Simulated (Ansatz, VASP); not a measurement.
**One calculation of Cu, two programs**

Contents of INCAR:

```
PREC = Accurate
ENCUT = 520
EDIFF = 1E-6
ISMEAR = 0
SIGMA = 0.15
LREAL = F
LASPH = T
NELM = 100
ALGO = Fast
ISIF = 2
LWAVE = F
LCHARG = F
GGA = PS
NBANDS = 12
```

File KPOINTS:

```
regular mesh
0
Gamma
  28 28 28
```

POSCAR

```
Cu
1.0
    0.0000000000      1.8707703092      1.7816860088
    1.8707703092      0.0000000000      1.7816860088
    1.8707703092      1.8707703092      0.0000000000
Cu
1
Direct
    0.0000000000      0.0000000000      0.0000000000
```

Input for Ansatz:

```yaml
crystal:
  lattice:
    - [0.0, 1.8707703092, 1.7816860088]
    - [1.8707703092, 0.0, 1.7816860088]
    - [1.8707703092, 1.8707703092, 0.0]
  atoms:
    - { symbol: Cu, position: [0.0, 0.0, 0.0] }
basis:
  ecutwfc: 420
kpoints:
  mp_grid: { grid: [28, 28, 28] }
hamiltonian:
  xc: pbesol
scf:
  occupations: { method: gaussian, width: 0.15 }
output:
  forces: true
  stress: true
  eigenvalues: true
```

Change from the starting cell: strain +0.050 along x and y, +0.000 along z, atoms carried along.

Alike in both runs: task single point; functional PBEsol; k mesh 28 × 28 × 28; occupations gaussian, width 0.15 eV; no spin polarisation.

|  | VASP | Ansatz |
| --- | --- | --- |
| version | VASP 6.6.1 | Ansatz 0.2.0 |
| potentials or method | VASP PAW PBE potentials, release 64 (Cu), cutoff 520 eV | scalar-relativistic, plane waves, PAW |
| valence electrons in the cell | 11 | 19 |

```tsv
	VASP	Ansatz	Ansatz less VASP
gap on the k mesh at the Fermi level (eV)	none	none	-
pressure (GPa)	-12.0	-12.8	-0.75
traceless stress, the component that is largest in VASP (GPa)	1.29	1.31	+0.025
```

VASP's potentials were made for PBE, not for PBEsol. A gap of «none» marks a metal or a gap that the smearing closes. VASP's potentials hold 11 valence electrons a cell and Ansatz's 19, so a difference there can come from the potentials and not from the codes.
